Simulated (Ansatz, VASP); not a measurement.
**Ta in VASP and in Ansatz**

```
Ta
1.0
    -1.64126    1.64126    1.64126
     1.64126   -1.64126    1.64126
     1.64126    1.64126   -1.64126
Ta
1
Direct
  0.00000 0.00000 0.00000
```

Alike in both runs: functional PBEsol; k mesh 14 × 14 × 14; occupations gaussian, width 0.1 eV; no spin polarisation.

Ansatz relaxed the structure, and its values are those at the end. VASP's run is a single point on that final structure, the one shown.

```csv
,VASP,Ansatz
version,VASP 6.6.1,Ansatz 0.2.0
potentials or method,"VASP PAW PBE potentials, release 64 (Ta_pv), cutoff 520 eV","scalar-relativistic, plane waves, PAW"
valence electrons in the cell,11,13
```

|  | VASP | Ansatz | Ansatz less VASP |
| --- | --- | --- | --- |
| gap on the k mesh at the Fermi level (eV) | none | none | - |
| pressure (GPa) | 0.2 | 0.0 | -0.18 |

VASP's potentials were made for PBE, not for PBEsol, and Ansatz warns of the same on its side. A gap of «none» marks a metal or a gap that the smearing closes. VASP's potentials hold 11 valence electrons a cell and Ansatz's 13, so a difference there can come from the potentials and not from the codes.

Spin-orbit coupling is off throughout.
